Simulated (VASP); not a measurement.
# GaAs (F-43m) in VASP: notebook

GaAs is run at these levels: LDA; tasks: vibrations by perturbation theory.

Program: VASP 6.6.1. These are calculated values, not measurements. Logs are shortened: lines on timing, memory, paths and dates and some standing lists are left out, and cuts for length are marked.

### Step 1. The cell of the first run

Symmetry: F-43m, No. 216, cubic system. Conventional cell: a = 5.603 Å, b = 5.603 Å, c = 5.603 Å, α = 90.00°, β = 90.00°, γ = 90.00°. Within 3.2 Å of Ga (site symmetry -43m) lie 4 As at 2.43 Å. As (site symmetry -43m) has 4 Ga at 2.43 Å within 3.2 Å.

### Step 2. Vibrations by perturbation theory, LDA

Contents of INCAR:

```
SYSTEM = GaAs
PREC = Accurate
ENCUT = 500
EDIFF = 1E-8
ISMEAR = 0
SIGMA = 0.01
LREAL = .FALSE.
LASPH = .TRUE.
NELM = 120
ALGO = Normal
ISIF = 2
LWAVE = .FALSE.
LCHARG = .FALSE.
IBRION = 8
NSW = 1
GGA_COMPAT = .FALSE.
```

Contents of KPOINTS:

```
Automatic mesh
0
G
  8 8 8
  0 0 0
```

Contents of POSCAR:

```
GaAs
1.0
    2.8014470115      2.8014470115      0.0000000000
   -2.8014470115      2.8014470115      0.0000000000
    0.0000000000      2.8014470115      2.8014470115
Ga As
1 1
Direct
    0.0000000000      0.0000000000      0.0000000000
    0.7500000000      0.2500000000      0.5000000000
```

Potentials or basis: VASP PAW LDA potentials, release 64 (Ga_d, As).

The run is started by

```bash
cat potpaw_LDA.64/Ga_d/POTCAR potpaw_LDA.64/As/POTCAR > POTCAR
mpirun -np 1 vasp_std > vasp.out
```

OUTCAR:

```text
SYSTEM = GaAs
   PREC = Accurate
   ENCUT = 500
   EDIFF = 1E-8
   ISMEAR = 0
   LREAL = .FALSE.
   LASPH = .TRUE.
   NELM = 120
   ISIF = 2
   IBRION = 8
   NSW = 1

 ion  position               nearest neighbor table
   1  0.000  0.000  0.000-   2 2.43   2 2.43   2 2.43   2 2.43
   2  0.750  0.250  0.500-   1 2.43   1 2.43   1 2.43   1 2.43

  LATTYP: Found a face centered cubic cell.
 ALAT       =     5.6028940230

  Lattice vectors:

 A1 = (   0.0000000000,   2.8014470115,   2.8014470115)
 A2 = (   2.8014470115,   0.0000000000,   2.8014470115)
 A3 = (   2.8014470115,   2.8014470115,   0.0000000000)

Analysis of symmetry for initial positions (statically):
=====================================================================
 Subroutine PRICEL returns:
 Original cell was already a primitive cell.

 Routine SETGRP: Setting up the symmetry group for a
 face centered cubic supercell.

 Subroutine GETGRP returns: Found 24 space group operations
 (whereof 24 operations were pure point group operations)
 out of a pool of 48 trial point group operations.

The static configuration has the point symmetry T_d .

Analysis of symmetry for dynamics (positions and initial velocities):
=====================================================================
 Subroutine PRICEL returns:
 Original cell was already a primitive cell.

 Routine SETGRP: Setting up the symmetry group for a
 face centered cubic supercell.

 Subroutine GETGRP returns: Found 24 space group operations
 (whereof 24 operations were pure point group operations)
 out of a pool of 48 trial point group operations.

The dynamic configuration has the point symmetry T_d .

 Subroutine INISYM returns: Found 24 space group operations
 (whereof 24 operations are pure point group operations),
 and found     1 'primitive' translations

[... 546 lines left out ...]
  external PRESSURE =       3.0614369 kB  Pullay stress =       0.0000000 kB

 VOLUME and BASIS-vectors are now :
 -----------------------------------------------------------------------------
  energy-cutoff  :      500.00
  volume of cell :       43.97
      direct lattice vectors                 reciprocal lattice vectors
     2.801447012  2.801447012  0.000000000     0.178479192  0.178479192 -0.178479192
    -2.801447012  2.801447012  0.000000000    -0.178479192  0.178479192 -0.178479192
     0.000000000  2.801447012  2.801447012     0.000000000  0.000000000  0.356958385

 POSITION                                       TOTAL-FORCE (eV/Angst)
 -----------------------------------------------------------------------------------
      0.00000      0.00000      0.00000        -0.000000     -0.000000      0.000000
      1.40072      4.20217      1.40072         0.000000      0.000000      0.000000
 -----------------------------------------------------------------------------------
    total drift:                                0.000001     -0.000000      0.000000

  FREE ENERGIE OF THE ION-ELECTRON SYSTEM (eV)
  ---------------------------------------------------
  free  energy   TOTEN  =        -9.6367839599 eV

  energy  without entropy=       -9.6367839599  energy(sigma->0) =       -9.63678396

[... ionic steps 2 to 3 ...]

--------------------------------------- Ionic step        4  -------------------------------------------

------------------------ aborting loop because EDIFF is reached ----------------------------------------

[... ionic steps 5 to 6 ...]

--------------------------------------- Ionic step        7  -------------------------------------------

 Free energy of the ion-electron system (eV)
  ---------------------------------------------------
  ---------------------------------------------------
  free energy    TOTEN  =        -0.04454842 eV

  energy without entropy =       -0.04454842

------------------------ aborting loop because EDIFF is reached ----------------------------------------

 INTERNAL STRAIN TENSOR  FOR ION    2  DIRECTION 1   (eV/Angst):
 -----------------------------------------------------------------------------
     0.00712  0.00000  0.00000
     0.00000 -0.00680  7.44768
     0.00000  7.44768 -0.00680

 INTERNAL STRAIN TENSOR FOR ION    2 for displacements in x,y,z  (eV/Angst):
          X           Y           Z          XY          YZ          ZX
  --------------------------------------------------------------------------------
  x     0.00000     0.00000     0.00000     0.00000     7.44768     0.00000
  y     0.00000     0.00000     0.00000     0.00000     0.00000     7.44768
  z     0.00000     0.00000     0.00000     7.44768     0.00000     0.00000

 SECOND DERIVATIVES (NOT SYMMETRIZED)
 ------------------------------------
               1X          1Y          1Z          2X          2Y          2Z
  1X    -9.794230    0.000000    0.000000    9.794230    0.000000    0.000000
  1Y     0.000000   -9.794230    0.000000    0.000000    9.794230    0.000000
  1Z     0.000000    0.000000   -9.794230    0.000000    0.000000    9.794230
  2X     9.740556    0.000000   -0.000000   -9.740556   -0.000000    0.000000
  2Y    -0.000000    9.740556    0.000000    0.000000   -9.740556   -0.000000
  2Z    -0.000000    0.000000    9.740556    0.000000   -0.000000   -9.740556

 Eigenvectors and eigenvalues of the dynamical matrix
 ----------------------------------------------------

   1 f  =    8.130568 THz    51.085869 2PiTHz  271.206572 cm-1    33.625314 meV
             X         Y         Z           dx          dy          dz
      0.000000  0.000000  0.000000    -0.000000    0.000000    0.720655
      1.400724  4.202171  1.400724    -0.000000    0.000000   -0.693294
[... 21 lines left out ...]
   6 f/i=    0.011162 THz     0.070130 2PiTHz    0.372310 cm-1     0.046161 meV
             X         Y         Z           dx          dy          dz
      0.000000  0.000000  0.000000    -0.620126   -0.256343    0.174323
      1.400724  4.202171  1.400724    -0.644600   -0.266459    0.181202

--------------------------------------------------------------------------------------------------------

 ELASTIC MODULI CONTR FROM IONIC RELAXATION (kBar)
 Direction    XX          YY          ZZ          XY          YZ          ZX
 --------------------------------------------------------------------------------
 XX          -0.0000      0.0000      0.0000     -0.0000      0.0000      0.0000
 YY           0.0000     -0.0000      0.0000     -0.0000     -0.0000     -0.0000
 ZZ           0.0000      0.0000     -0.0000      0.0000     -0.0000      0.0000
 XY          -0.0000     -0.0000      0.0000   -205.1949      0.0000     -0.0000
 YZ           0.0000     -0.0000     -0.0000      0.0000   -205.1949      0.0000
 ZX           0.0000     -0.0000      0.0000     -0.0000      0.0000   -205.1949
 --------------------------------------------------------------------------------
```

stdout:

```text
POSCAR found type information on POSCAR GaAs
 POSCAR found :  2 types and       2 ions
 scaLAPACK will be used
 LDA part: xc-table for (Slater(with rela. corr.)+CA(PZ))
 , standard interpolation
 POSCAR, INCAR and KPOINTS ok, starting setup
 FFT: planning ... GRIDC
 FFT: planning ... GRID_SOFT
 FFT: planning ... GRID
 WAVECAR not read
 entering main loop
 Linear response reoptimize wavefunctions to high precision
 Linear response DOF=           2
 Linear response progress:
 first order change of Fermi-energy  -0.17570E-03
 force on displaced ion       1 direction 1 :  -9.794  -0.000  -0.000
 Linear response progress:
 first order change of Fermi-energy   0.56835E-04
 force on displaced ion       2 direction 1 :  -9.741   0.000  -0.000
 Linear response finished
```

Run time: 3 min. Hardware: 1 thread of Intel Xeon Platinum 8259CL at 2.50GHz (Skylake/Cascade Lake), shared host; peak memory 0.27 GiB.

Results:

```
Highest phonon frequency at Γ, LO-TO splitting left out : 271 cm⁻¹
```

Phonon frequencies in cm⁻¹ (negative: imaginary):
```
              q point        frequencies
(0.000, 0.000, 0.000)  0 0 0 271 271 271
```

### Step 3. Vibrations by perturbation theory, LDA

This run uses another cell than the first one, of 22.61 Å³/atom.

Contents of INCAR:

```
  PREC = Accurate
  ENCUT = 500
  EDIFF = 1E-8
  ISMEAR = 0
  SIGMA = 0.01
  LREAL = False
  LASPH = True
  NELM = 120
  ALGO = Normal
  ISIF = 2
  LWAVE = False
  LCHARG = False
  GGA = CA
  IBRION = 8
  NSW = 1
  GGA_COMPAT = False
```

Contents of KPOINTS:

```
Automatic mesh
0
Gamma
  8 8 8
```

Contents of POSCAR:

```
GaAs
1.0
    2.8277991107      2.8277991107      0.0000000000
   -2.8277991107      2.8277991107      0.0000000000
    0.0000000000      2.8277991107      2.8277991107
Ga As
1 1
Direct
    0.0000000000      0.0000000000      0.0000000000
    0.7500000000      0.2500000000      0.5000000000
```

Potentials or basis: VASP PAW LDA potentials, release 64 (Ga_d, As).

The run is started by

```bash
cat potpaw_LDA.64/Ga_d/POTCAR potpaw_LDA.64/As/POTCAR > POTCAR
mpirun -np 1 vasp_std > vasp.out
```

OUTCAR:

```text
PREC = Accurate
   ENCUT = 500
   EDIFF = 1E-8
   ISMEAR = 0
   LREAL = False
   LASPH = True
   NELM = 120
   ISIF = 2
   GGA = CA
   IBRION = 8
   NSW = 1

 ion  position               nearest neighbor table
   1  0.000  0.000  0.000-   2 2.45   2 2.45   2 2.45   2 2.45
   2  0.750  0.250  0.500-   1 2.45   1 2.45   1 2.45   1 2.45

  LATTYP: Found a face centered cubic cell.
 ALAT       =     5.6555982214

  Lattice vectors:

 A1 = (   0.0000000000,   2.8277991107,   2.8277991107)
 A2 = (   2.8277991107,   0.0000000000,   2.8277991107)
 A3 = (   2.8277991107,   2.8277991107,   0.0000000000)

Analysis of symmetry for initial positions (statically):
=====================================================================
 Subroutine PRICEL returns:
 Original cell was already a primitive cell.

 Routine SETGRP: Setting up the symmetry group for a
 face centered cubic supercell.

 Subroutine GETGRP returns: Found 24 space group operations
 (whereof 24 operations were pure point group operations)
 out of a pool of 48 trial point group operations.

The static configuration has the point symmetry T_d .

Analysis of symmetry for dynamics (positions and initial velocities):
=====================================================================
 Subroutine PRICEL returns:
 Original cell was already a primitive cell.

 Routine SETGRP: Setting up the symmetry group for a
 face centered cubic supercell.

 Subroutine GETGRP returns: Found 24 space group operations
 (whereof 24 operations were pure point group operations)
 out of a pool of 48 trial point group operations.

The dynamic configuration has the point symmetry T_d .

 Subroutine INISYM returns: Found 24 space group operations
 (whereof 24 operations are pure point group operations),
 and found     1 'primitive' translations

----------------------------------------------------------------------------------------

                                     Primitive cell

  volume of cell :      45.2247

  direct lattice vectors                    reciprocal lattice vectors
     2.827799111  2.827799111  0.000000000     0.176815955  0.176815955 -0.176815955
    -2.827799111  2.827799111  0.000000000    -0.176815955  0.176815955 -0.176815955
     0.000000000  2.827799111  2.827799111     0.000000000  0.000000000  0.353631910

  length of vectors
     3.999111854  3.999111854  3.999111854     0.306254217  0.306254217  0.353631910

  position of ions in fractional coordinates (direct lattice)
     0.000000000  0.000000000  0.000000000
     0.750000000  0.250000000  0.500000000

  ion indices of the primitive-cell ions
   primitive index   ion index
                 1           1
                 2           2

[... 143 lines left out ...]
     13       7.4646      0.00000
[... 354 lines left out ...]
  band No.  band energies     occupation
      1     -11.2204      2.00000
      2     -11.1119      2.00000
      3     -11.1042      2.00000
      4     -11.0626      2.00000
      5     -11.0548      2.00000
      6      -6.8617      2.00000
      7      -2.7435      2.00000
      8       0.5344      2.00000
      9       1.8438      2.00000
     10       6.7186      0.00000
     11       7.8640      0.00000
     12      10.0586      0.00000
     13      11.3650      0.00000

 [... further k-points ...]

------------------------ aborting loop because EDIFF is reached ----------------------------------------

  FORCE on cell =-STRESS in cart. coord.  units (eV):
  Direction    XX          YY          ZZ          XY          YZ          ZX
  --------------------------------------------------------------------------------------
  -------------------------------------------------------------------------------------
  Total       -0.4785876     -0.4785876     -0.4785876     -0.0000000      0.0000000     -0.0000000
  in kB      -16.9549445    -16.9549445    -16.9549445     -0.0000000      0.0000000     -0.0000000
  external PRESSURE =     -16.9549445 kB  Pullay stress =       0.0000000 kB

 VOLUME and BASIS-vectors are now :
 -----------------------------------------------------------------------------
  energy-cutoff  :      500.00
  volume of cell :       45.22
      direct lattice vectors                 reciprocal lattice vectors
     2.827799111  2.827799111  0.000000000     0.176815955  0.176815955 -0.176815955
    -2.827799111  2.827799111  0.000000000    -0.176815955  0.176815955 -0.176815955
     0.000000000  2.827799111  2.827799111     0.000000000  0.000000000  0.353631910

 POSITION                                       TOTAL-FORCE (eV/Angst)
 -----------------------------------------------------------------------------------
      0.00000      0.00000      0.00000        -0.000000      0.000000      0.000000
      1.41390      4.24170      1.41390         0.000000     -0.000000      0.000000
 -----------------------------------------------------------------------------------
    total drift:                                0.000001     -0.000000     -0.000000

  FREE ENERGIE OF THE ION-ELECTRON SYSTEM (eV)
  ---------------------------------------------------
  free  energy   TOTEN  =        -9.6312148065 eV

  energy  without entropy=       -9.6312148065  energy(sigma->0) =       -9.63121481

[... ionic steps 2 to 3 ...]

--------------------------------------- Ionic step        4  -------------------------------------------

------------------------ aborting loop because EDIFF is reached ----------------------------------------

[... ionic steps 5 to 6 ...]

--------------------------------------- Ionic step        7  -------------------------------------------

 Free energy of the ion-electron system (eV)
  ---------------------------------------------------
  ---------------------------------------------------
  free energy    TOTEN  =        -0.04453944 eV

  energy without entropy =       -0.04453944

------------------------ aborting loop because EDIFF is reached ----------------------------------------

 INTERNAL STRAIN TENSOR  FOR ION    2  DIRECTION 1   (eV/Angst):
 -----------------------------------------------------------------------------
     0.00487  0.00000  0.00000
     0.00000 -0.00630  6.39263
     0.00000  6.39263 -0.00630

 INTERNAL STRAIN TENSOR FOR ION    2 for displacements in x,y,z  (eV/Angst):
          X           Y           Z          XY          YZ          ZX
  --------------------------------------------------------------------------------
  x     0.00000     0.00000     0.00000     0.00000     6.39263     0.00000
  y     0.00000    -0.00000     0.00000     0.00000     0.00000     6.39263
  z     0.00000     0.00000     0.00000     6.39263     0.00000     0.00000

 SECOND DERIVATIVES (NOT SYMMETRIZED)
 ------------------------------------
               1X          1Y          1Z          2X          2Y          2Z
  1X    -9.041366    0.000000   -0.000000    9.041366   -0.000000    0.000000
  1Y    -0.000000   -9.041366    0.000000    0.000000    9.041366   -0.000000
  1Z    -0.000000    0.000000   -9.041366    0.000000   -0.000000    9.041366
  2X     9.092387    0.000000    0.000000   -9.092387    0.000000    0.000000
  2Y     0.000000    9.092387    0.000000    0.000000   -9.092387    0.000000
  2Z     0.000000    0.000000    9.092387    0.000000    0.000000   -9.092387

 Eigenvectors and eigenvalues of the dynamical matrix
 ----------------------------------------------------

   1 f  =    7.832800 THz    49.214934 2PiTHz  261.274086 cm-1    32.393844 meV
             X         Y         Z           dx          dy          dz
      0.000000  0.000000  0.000000    -0.718726    0.000000    0.000000
      1.413900  4.241699  1.413900     0.695294   -0.000000    0.000000
[... 21 lines left out ...]
   6 f/i=    0.011013 THz     0.069198 2PiTHz    0.367360 cm-1     0.045547 meV
             X         Y         Z           dx          dy          dz
      0.000000  0.000000  0.000000    -0.000000    0.695294    0.000000
      1.413900  4.241699  1.413900     0.000000    0.718726    0.000000

--------------------------------------------------------------------------------------------------------

 ELASTIC MODULI CONTR FROM IONIC RELAXATION (kBar)
 Direction    XX          YY          ZZ          XY          YZ          ZX
 --------------------------------------------------------------------------------
 XX          -0.0000     -0.0000     -0.0000     -0.0000     -0.0000      0.0000
 YY          -0.0000     -0.0000     -0.0000     -0.0000     -0.0000     -0.0000
 ZZ          -0.0000     -0.0000     -0.0000     -0.0000     -0.0000      0.0000
 XY          -0.0000     -0.0000     -0.0000   -158.1142     -0.0000     -0.0000
 YZ          -0.0000     -0.0000     -0.0000     -0.0000   -158.1142     -0.0000
 ZX           0.0000     -0.0000      0.0000     -0.0000     -0.0000   -158.1142
 --------------------------------------------------------------------------------
```

OSZICAR:

```text
N       E                     dE             d eps       ncg     rms          rms(c)
DAV:   1     0.789987592561E+02    0.78999E+02   -0.91885E+03   754   0.180E+03
DAV:   2    -0.357326651906E+01   -0.82572E+02   -0.79772E+02   829   0.323E+02
DAV:   3    -0.974687415180E+01   -0.61736E+01   -0.60673E+01   959   0.749E+01
[... 43 lines left out ...]
RMM:   6    -0.445401589002E-01    0.13456E-04    0.14055E-06  4725   0.663E-03    0.553E-04
RMM:   7    -0.445411883655E-01   -0.10295E-05    0.17902E-07  4885   0.240E-03    0.375E-04
RMM:   8    -0.445396816342E-01    0.15067E-05    0.23816E-07  4813   0.895E-04    0.448E-05
RMM:   9    -0.445395000618E-01    0.18157E-06    0.10432E-08  4998   0.276E-04    0.189E-05
RMM:  10    -0.445394456379E-01    0.54424E-07   -0.52965E-09  4832   0.103E-04    0.544E-06
RMM:  11    -0.445394369854E-01    0.86525E-08    0.12266E-09  4840   0.382E-05    0.208E-06
 Linear response finished
```

stdout:

```text
POSCAR found type information on POSCAR GaAs
 POSCAR found :  2 types and       2 ions
 scaLAPACK will be used
 LDA part: xc-table for (Slater(with rela. corr.)+CA(PZ))
 , standard interpolation
 POSCAR, INCAR and KPOINTS ok, starting setup
 FFT: planning ... GRIDC
 FFT: planning ... GRID_SOFT
 FFT: planning ... GRID
 WAVECAR not read
 entering main loop
 Linear response reoptimize wavefunctions to high precision
 Linear response DOF=           2
 Linear response progress:
 first order change of Fermi-energy  -0.22157E-03
 force on displaced ion       1 direction 1 :  -9.041   0.000   0.000
 Linear response progress:
 first order change of Fermi-energy   0.27431E-04
 force on displaced ion       2 direction 1 :  -9.092  -0.000  -0.000
 Linear response finished
```

Wall time 3 min (1 thread of Intel Xeon Platinum 8259CL at 2.50GHz (Skylake/Cascade Lake), shared host); peak memory 0.26 GiB.

Results:

```yaml
Highest_phonon_frequency_at_Γ_LO-TO_splitting_left_out: 261 cm⁻¹
```

Phonon frequencies in cm⁻¹ (negative: imaginary):
| q point | frequencies |
| --- | --- |
| (0.000, 0.000, 0.000) | 0 0 0 261 261 261 |

Caveat: the cell stands under pressure or tension, which shifts response properties.
